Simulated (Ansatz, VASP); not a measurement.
# Al3Cu: VASP beside Ansatz

Contents of POSCAR:

```
Al3Cu
1.0
    2.6905674370      0.0000000000      0.0000000000
    0.0000000000      2.6905674370      0.0000000000
    0.0000000000      0.0000000000      7.7057410607
Al Cu
3 1
Direct
    0.0000000000      0.0000000000      0.5000000000
    0.5000000000      0.5000000000      0.2226430005
    0.5000000000      0.5000000000      0.7773569995
    0.0000000000      0.0000000000      0.0000000000
```

INCAR.step1

```
PREC = Accurate ; ENCUT = 520
ISMEAR = 0 ; SIGMA = 0.15
LREAL = F ; LASPH = T
NELM = 60 ; NBANDS = 18
GGA = PE ; ALGO = Normal
EDIFF = 1E-4 ; LWAVE = T
LCHARG = F
```

Contents of INCAR.step2:

```
PREC = Accurate ; ENCUT = 520
EDIFF = 1E-6 ; ISMEAR = 0
SIGMA = 0.15 ; LREAL = F
LASPH = T ; NELM = 60
ALGO = Normal ; ISIF = 2
LWAVE = F ; LCHARG = F
METAGGA = R2SCAN ; LMIXTAU = T
NBANDS = 18 ; ISTART = 1
```

The input KPOINTS:

```
regular mesh
0
Gamma
  18 18 6
```

Input for Ansatz:

```yaml
crystal:
  lattice:
    - [2.690567437, 0.0, 0.0]
    - [0.0, 2.690567437, 0.0]
    - [0.0, 0.0, 7.7057410607]
  atoms:
    - { symbol: Al, position: [0.0, 0.0, 0.5] }
    - { symbol: Al, position: [0.5, 0.5, 0.2226430005] }
    - { symbol: Al, position: [0.5, 0.5, 0.7773569995] }
    - { symbol: Cu, position: [0.0, 0.0, 0.0] }
basis:
  ecutwfc: 500
kpoints:
  mp_grid: { grid: [18, 18, 6] }
hamiltonian:
  xc: r2scan
scf:
  occupations: { method: gaussian, width: 0.15 }
output:
  forces: true
  stress: true
  eigenvalues: true
```

Change from the starting cell: strain -0.030 along x and y, +0.015 along z, atoms carried along.

Alike in both runs: task single point; functional r2SCAN; k mesh 18 × 18 × 6; occupations gaussian, width 0.15 eV; no spin polarisation.

```csv
,VASP,Ansatz
version,VASP 6.6.1,Ansatz 0.2.0
potentials or method,"VASP PAW PBE potentials, release 64 (Al, Cu), cutoff 520 eV","scalar-relativistic, plane waves, PAW"
valence electrons in the cell,20,28
```

|  | VASP | Ansatz | Ansatz less VASP |
| --- | --- | --- | --- |
| gap on the k mesh at the Fermi level (eV) | none | none | - |
| pressure (GPa) | 5.7 | 5.9 | +0.25 |
| traceless stress, the component that is largest in VASP (GPa) | -6.19 | -6.27 | -0.072 |
| rms of the force components (eV/Å) | 0.103 | 0.095 | -0.0074 |

VASP's potentials were made for PBE, not for r2SCAN. Atom by atom the forces differ by 0.007 eV/Å (rms over components). A gap of «none» marks a metal or a gap that the smearing closes. With one functional, cell and mesh, what is left measures potentials, basis and numerics. VASP's potentials hold 20 valence electrons a cell and Ansatz's 28, so a difference there can come from the potentials and not from the codes.
